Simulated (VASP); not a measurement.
# Sn (I4/mmm) in VASP: settings compared

Sn is run at these levels: revPBE+D4, BLYP+D3(BJ); tasks: relaxation of cell and atoms.

Program: VASP 6.6.1. These are calculated values, not measurements. Logs are shortened: lines on timing, memory, paths and dates and some standing lists are left out, and cuts for length are marked.

### Step 1. The cell of the first run

It takes space group I4/mmm (No. 139, tetragonal). The conventional cell has a = 4.058 Å, b = 4.058 Å, c = 3.322 Å, α = 90.00°, β = 90.00°, γ = 90.00°. Sn (site symmetry 4/mmm) has 14 Sn at 3.32 to 4.06 Å within 4.4 Å.

### Step 2. Relaxation of cell and atoms, revPBE+D4

INCAR reads:

```
SYSTEM = Sn
PREC = Accurate ; ENCUT = 600
EDIFF = 1E-7 ; ISMEAR = -1
SIGMA = 0.05 ; LREAL = .FALSE.
LASPH = .TRUE. ; NELM = 100
ALGO = Normal ; ISIF = 3
LWAVE = .FALSE. ; LCHARG = .FALSE.
GGA = RE ; IVDW = 13
IBRION = 2 ; NSW = 60
EDIFFG = -0.01
```

KPOINTS reads:

```
regular mesh
0
G
  10 10 10
  0 0 0
```

POSCAR reads:

```
Sn
1.0
   -2.0291894110      2.0291894110      1.6607599896
    2.0291894110     -2.0291894110      1.6607599896
    2.0291894110      2.0291894110     -1.6607599896
Sn
1
Direct
    0.0000000000      0.0000000000      0.0000000000
```

Potentials or basis: VASP PAW PBE potentials, release 64 (Sn_d).

On the command line:

```
$ cat potpaw_PBE.64/Sn_d/POTCAR > POTCAR
$ mpirun -np 1 vasp_std > vasp.out
```

OUTCAR:

```text
SYSTEM = Sn
   PREC = Accurate
   ENCUT = 600
   EDIFF = 1E-7
   ISMEAR = -1
   LREAL = .FALSE.
   LASPH = .TRUE.
   NELM = 100
   ISIF = 3
   GGA = RE
   IVDW = 13
   IBRION = 2
   NSW = 60
   EDIFFG = -0.01

 ion  position               nearest neighbor table
   1  0.000  0.000  0.000-

  LATTYP: Found a body centered tetragonal cell.
 ALAT       =     4.0583788220
 C/A-ratio  =     0.8184351745

  Lattice vectors:

 A1 = (  -2.0291894110,   2.0291894110,   1.6607599896)
 A2 = (   2.0291894110,  -2.0291894110,   1.6607599896)
 A3 = (   2.0291894110,   2.0291894110,  -1.6607599896)

Analysis of symmetry for initial positions (statically):
=====================================================================
 Subroutine PRICEL returns:
 Original cell was already a primitive cell.

 Routine SETGRP: Setting up the symmetry group for a
 body centered tetragonal supercell.

 Subroutine GETGRP returns: Found 16 space group operations
 (whereof 16 operations were pure point group operations)
 out of a pool of 16 trial point group operations.

The static configuration has the point symmetry D_4h.

Analysis of symmetry for dynamics (positions and initial velocities):
=====================================================================
 Subroutine PRICEL returns:
 Original cell was already a primitive cell.

 Routine SETGRP: Setting up the symmetry group for a
 body centered tetragonal supercell.

 Subroutine GETGRP returns: Found 16 space group operations
 (whereof 16 operations were pure point group operations)
 out of a pool of 16 trial point group operations.

The dynamic configuration has the point symmetry D_4h.

 Subroutine INISYM returns: Found 16 space group operations
 (whereof 16 operations are pure point group operations),
 and found     1 'primitive' translations

----------------------------------------------------------------------------------------

                                     Primitive cell

  volume of cell :      27.3534

  direct lattice vectors                    reciprocal lattice vectors
    -2.029189411  2.029189411  1.660759990     0.000000000  0.246403809  0.301066983
     2.029189411 -2.029189411  1.660759990     0.246403809  0.000000000  0.301066983
     2.029189411  2.029189411 -1.660759990     0.246403809  0.246403809  0.000000000

  length of vectors
     3.315621069  3.315621069  3.315621069     0.389045197  0.389045197  0.348467608

  position of ions in fractional coordinates (direct lattice)
     0.000000000  0.000000000  0.000000000

  ion indices of the primitive-cell ions
   primitive index   ion index
                 1           1

----------------------------------------------------------------------------------------

 KPOINTS: regular mesh

Automatic generation of k-mesh.
 Grid dimensions read from file:
 generate k-points for:   10   10   10

 Generating k-lattice:

  Cartesian coordinates                     Fractional coordinates (reciprocal lattice)
     0.000000000  0.024640381  0.030106698     0.100000000 -0.000000000  0.000000000
     0.024640381  0.000000000  0.030106698    -0.000000000  0.100000000  0.000000000
     0.024640381  0.024640381  0.000000000     0.000000000  0.000000000  0.100000000

  Length of vectors
     0.038904520  0.038904520  0.034846761

  Shift w.r.t. Gamma in fractional coordinates (k-lattice)
     0.000000000  0.000000000  0.000000000

 Subroutine IBZKPT returns following result:
 ===========================================

 Found    102 irreducible k-points:

 Following reciprocal coordinates:
            Coordinates               Weight
  0.000000  0.000000  0.000000      1.000000
  0.100000  0.000000  0.000000      8.000000
  0.200000  0.000000  0.000000      8.000000
  0.300000  0.000000  0.000000      8.000000
  0.400000  0.000000  0.000000      8.000000
  0.500000  0.000000  0.000000      4.000000
[... 16 lines left out ...]
  0.300000  0.300000  0.000000      8.000000
  0.400000  0.300000  0.000000     16.000000
 [... further k-points ...]
   k-points           NKPTS =    102   k-points in BZ     NKDIM =    102   number of bands    NBANDS=     11
   number of dos      NEDOS =    301   number of ions     NIONS =      1
   total plane-waves  NPLWV =  21952
   dimension x,y,z NGX =    28 NGY =   28 NGZ =   28
   dimension x,y,z NGXF=    56 NGYF=   56 NGZF=   56
   ions per type =               1
   NGX,Y,Z   is equivalent  to a cutoff of  14.04, 14.04, 14.04 a.u.
   NGXF,Y,Z  is equivalent  to a cutoff of  28.08, 28.08, 28.08 a.u.
 SYSTEM =  Sn
   PREC   = accura    normal or accurate (medium, high low for compatibility)
   ISTART =      0    job   : 0-new  1-cont  2-samecut
   ICHARG =      2    charge: 1-file 2-atom 10-const
   ISPIN  =      1    spin polarized calculation?
   LNONCOLLINEAR =      F non collinear calculations
   LSORBIT =      F    spin-orbit coupling
   LASPH  =      T    aspherical Exc in radial PAW
   ENCUT  =  600.0 eV  44.10 Ry    6.64 a.u.   6.62  6.62  6.62*2*pi/ulx,y,z
   NELM   =    100;   NELMIN=  2; NELMDL= -5     # of ELM steps
   EDIFF  = 0.1E-06   stopping-criterion for ELM
   LREAL  =      F    real-space projection
   EDIFFG = -.1E-01   stopping-criterion for IOM
   NSW    =     60    number of steps for IOM
   IBRION =      2    ionic relax: 0-MD 1-quasi-New 2-CG
   NFREE  =      1    steps in history (QN), initial steepest desc. (CG)
   ISIF   =      3    stress and relaxation
   ISYM   =      2    0-nonsym 1-usesym 2-fastsym
   POTIM  = 0.5000    time-step for ionic-motion
   TEBEG  =    0.0;   TEEND  =   0.0 temperature during run
   PSTRESS=    0.0 pullay stress
   NELECT =      14.0000    total number of electrons
   NUPDOWN=      -1.0000    fix difference up-down
   EMIN   =  10.00;   EMAX   =-10.00  energy-range for DOS
   EFERMI =   0.00;   METHOD = LEGACY
   ISMEAR =    -1;   SIGMA  =   0.05  broadening in eV -4-tet -1-fermi 0-gaus
   EFERMI_NEDOS =   21; number of points for ismear=-14 and -15
   IALGO  =     38    algorithm
   IMIX   =      4    mixing-type and parameters
     AMIX     =   0.40;   BMIX     =  1.00
     AMIX_MAG =   1.60;   BMIX_MAG =  1.00
  volume/ion in A,a.u.               =      27.35       184.59
  Fermi-wavevector in a.u.,A,eV,Ry     =   1.309524  2.474642 23.331997  1.714853
  Thomas-Fermi vector in A             =   2.440117
   LORBIT       =      0    0 simple, 1 ext, 2 COOP (PROOUT), +10 PAW based schemes
   GGA     = RE    functional components
   LHFCALC =     F    Hartree Fock is set to
   AEXX    =    0.0000 exact exchange contribution
   IVDW    =    13    specifies the selected vdW correction
   LEPSILON=     F    determine dielectric tensor
   LRPA    =     F    only Hartree local field effects (RPA)
 conjugate gradient relaxation of ions
 non-spin polarized calculation
  energy-cutoff  :      600.00
  volume of cell :       27.35
 maximum number of plane-waves:       937
   NGX = 13   NGY = 13   NGZ = 13

--------------------------------------- Ionic step        1  -------------------------------------------

 number of electron      14.0000001 magnetization

 Free energy of the ion-electron system (eV)
  ---------------------------------------------------
  ext. energy  EPLUGINS =         0.00000000
  ---------------------------------------------------
  free energy    TOTEN  =        -3.46783962 eV

  energy without entropy =       -3.46320006  energy(sigma->0) =       -3.46551984

------------------------ aborting loop because EDIFF is reached ----------------------------------------

  DFT-D4 for vdW energy calculation

  Edisp (eV):   -0.62999

  FORCE on cell =-STRESS in cart. coord.  units (eV):
  Direction    XX          YY          ZZ          XY          YZ          ZX
  --------------------------------------------------------------------------------------
  -------------------------------------------------------------------------------------
  Total      -0.35818    -0.35818    -0.12336     0.00000    -0.00000     0.00000
  in kB     -20.97985   -20.97985    -7.22534     0.00000    -0.00000     0.00000
  external pressure =      -16.40 kB  Pullay stress =        0.00 kB
[... 176 lines left out ...]
  energy  without entropy=       -4.0999534151  energy(sigma->0) =       -4.10222699

--------------------------------------- Ionic step        6  -------------------------------------------

 number of electron      13.9999996 magnetization

 Free energy of the ion-electron system (eV)
  ---------------------------------------------------
  ext. energy  EPLUGINS =         0.00000000
  ---------------------------------------------------
  free energy    TOTEN  =        -3.45290442 eV

  energy without entropy =       -3.44824310  energy(sigma->0) =       -3.45057376

 E-fermi :   8.4972     XC(G=0): -10.4430

 val. band max:        8.4900034420   @ k =  -0.3000  -0.4000   0.3000
 cond. band min:       8.5232176718   @ k =   0.5000   0.5000   0.4000
 fundamental gap:      0.0332142298
 Fermi energy:         8.4972071738

 k-point     1 :       0.0000    0.0000    0.0000
  band No.  band energies     occupation
      1     -13.1356      2.00000
      2     -13.0624      2.00000
      3     -13.0624      2.00000
      4     -13.0386      2.00000
      5     -12.9266      2.00000
      6      -2.7846      2.00000
      7      15.7178      0.00000
      8      15.7178      0.00000
      9      18.1024      0.00000
     10      19.1478      0.00000
     11      20.3867      0.00000
[... 309 lines left out ...]
 k-point    24 :       0.4000    0.3000    0.0000
  band No.  band energies     occupation
      1     -13.1103      2.00000
      2     -13.0209      2.00000
      3     -12.9920      2.00000
      4     -12.9568      2.00000
      5     -12.9329      2.00000
      6       2.5191      2.00000
      7       5.8211      2.00000
      8       7.2769      2.00000
      9      13.0330      0.00000
     10      18.0036      0.00000
     11      20.0807      0.00000

 [... further k-points ...]

------------------------ aborting loop because EDIFF is reached ----------------------------------------

  DFT-D4 for vdW energy calculation

  Edisp (eV):   -0.65161

  FORCE on cell =-STRESS in cart. coord.  units (eV):
  Direction    XX          YY          ZZ          XY          YZ          ZX
  --------------------------------------------------------------------------------------
  -------------------------------------------------------------------------------------
  Total      -0.00561    -0.00561    -0.00756     0.00000     0.00000     0.00000
  in kB      -0.34034    -0.34034    -0.45876     0.00000     0.00000     0.00000
  external pressure =       -0.38 kB  Pullay stress =        0.00 kB
[... 16 lines left out ...]
  FREE ENERGIE OF THE ION-ELECTRON SYSTEM (eV)
  ---------------------------------------------------
  free  energy   TOTEN  =        -4.1045190665 eV

  energy  without entropy=       -4.0998577507  energy(sigma->0) =       -4.10218841

 reached required accuracy - stopping structural energy minimisation
```

Wall time 85 s (1 thread of Intel Xeon Platinum 8488C (Sapphire Rapids), shared host); peak memory 0.19 GiB.

Results:

```yaml
Free_energy: -4.1045 eV
Relaxed_volume: 26.39 Å³/atom
Relaxed_cell: a = 3.271 Å, b = 3.271 Å, c = 3.271 Å, α = 104.97°, β = 104.97°, γ = 118.91°
Space_group_after_relaxing_to_0.05_Å: I4/mmm (No. 139)
Energy_gained_by_relaxing: 6.7 meV/atom
Ionic_steps: 6
Pressure_after_relaxing: 0.0 GPa
Band_gap_on_the_k_mesh: zero (band 7 reaches 15.72 eV, above the bottom of band 8 at 6.32 eV)
Dispersion_energy_per_atom: -0.652 eV
```

Step by step:
| step | energy change (eV) | largest force (eV/Å) | pressure (GPa) | volume (Å³) |
| --- | --- | --- | --- | --- |
| 1 | 0.0000 | 0.0000 | -1.64 | 27.35 |
| 2 | -0.0063 | 0.0000 | 0.25 | 26.26 |
| 3 | -0.0063 | 0.0000 | 0.18 | 26.32 |
| 4 | -0.0063 | 0.0000 | 0.14 | 26.34 |
| 5 | -0.0067 | 0.0000 | 0.00 | 26.38 |
| 6 | -0.0067 | 0.0000 | -0.04 | 26.39 |

Final structure:
```
Sn
1.0
    -1.99224    1.99224    1.66249
     1.99224   -1.99224    1.66249
     1.99224    1.99224   -1.66249
Sn
1
Direct
  0.00000 0.00000 0.00000
```

Caveat: the PAW data sets were made with another functional, which shifts forces and pressure a little; spin-orbit coupling is left out, which moves the levels of the heavy elements; pairwise dispersion overbinds metals, which lowers pressure and volume.

### Step 3. Relaxation of cell and atoms, BLYP+D3(BJ)

INCAR reads:

```
SYSTEM = Sn
AGGAC    = 1.0          
AGGAX    = 1.0          
ALDAC    = 0.0          
ALDAX    = 1.0          
ALGO     = Normal         ! electronic algorithm
EDIFF    = 1E-6           ! SCF threshold, eV
EDIFFG   = -0.01          ! ionic threshold
ENCUT    = 600            ! plane-wave cutoff, eV
GGA      = B5             ! functional
IBRION   = 2              ! ionic algorithm
ISIF     = 3              ! what is computed and relaxed
ISMEAR   = -1             ! smearing method
IVDW     = 12             ! dispersion correction
LASPH    = .True.         ! aspherical terms in the spheres
LCHARG   = .False.        ! write CHGCAR
LREAL    = .False.        ! projectors in reciprocal space
LWAVE    = .False.        ! write WAVECAR
NELM     = 60             ! most SCF steps
NSW      = 60             ! ionic steps
PREC     = Accurate       ! precision mode
SIGMA    = 0.05           ! smearing width, eV
VDW_A1   = 0.4298       
VDW_A2   = 4.2359       
VDW_S6   = 1.0          
VDW_S8   = 2.6996
```

KPOINTS reads:

```
k-points
0
Gamma
  10 10 10
  0 0 0
```

POSCAR is that of step 2.

Potentials or basis: VASP PAW PBE potentials, release 64 (Sn_d).

On the command line:

```
$ cat potpaw_PBE.64/Sn_d/POTCAR > POTCAR
$ mpirun -np 1 vasp_std > vasp.out
```

Run time: 90 s. Hardware: 1 thread of Intel Xeon Platinum 8488C (Sapphire Rapids), shared host; peak memory 0.19 GiB.

Results (log left out):

```
Free energy                            : -3.8162 eV
Relaxed volume                         : 27.48 Å³/atom
Relaxed cell                           : a = 3.319 Å, b = 3.319 Å, c = 3.319 Å, α = 104.69°, β = 104.69°, γ = 119.52°
Space group after relaxing (to 0.05 Å) : I4/mmm (No. 139)
Energy gained by relaxing              : 0.4 meV/atom
Ionic steps                            : 5
Pressure after relaxing                : 0.0 GPa
Band gap on the k mesh                 : zero (band 7 reaches 15.02 eV, above the bottom of band 8 at 6.49 eV)
Dispersion energy per atom             : -0.910 eV
```

Step by step:
| step | energy change (eV) | largest force (eV/Å) | pressure (GPa) | volume (Å³) |
| --- | --- | --- | --- | --- |
| 1 | 0.0000 | 0.0000 | 0.26 | 27.35 |
| 2 | -0.0004 | 0.0000 | -0.12 | 27.53 |
| 3 | -0.0004 | 0.0000 | -0.06 | 27.52 |
| 4 | -0.0004 | 0.0000 | -0.09 | 27.53 |
| 5 | -0.0004 | 0.0000 | 0.02 | 27.48 |

Final structure:
```xyz
1
Lattice="-2.0274 2.0274 1.6713 2.0274 -2.0274 1.6713 2.0274 2.0274 -1.6713" Properties=species:S:1:pos:R:3 pbc="T T T"
Sn    0.0000    0.0000    0.0000
```

Levels at points of the mesh, in eV from the Fermi level:
```tsv
k point	band 5	band 6	band 7	band 8	band 9	band 10
(0.00, 0.00, 0.00)	-21.33	-10.99	6.64	6.64	8.93	10.45
(0.50, 0.00, 0.00)	-21.29	-5.90	-4.03	2.96	4.34	7.48
(0.50, 0.50, 0.00)	-21.29	-7.32	-4.50	5.50	7.52	10.44
(0.50, 0.50, 0.50)	-21.28	-3.56	-1.50	-1.50	2.34	3.51
```

Caveat: the PAW data sets were made with another functional, which shifts forces and pressure a little; spin-orbit coupling is left out, which moves the levels of the heavy elements; pairwise dispersion overbinds metals, which lowers pressure and volume.
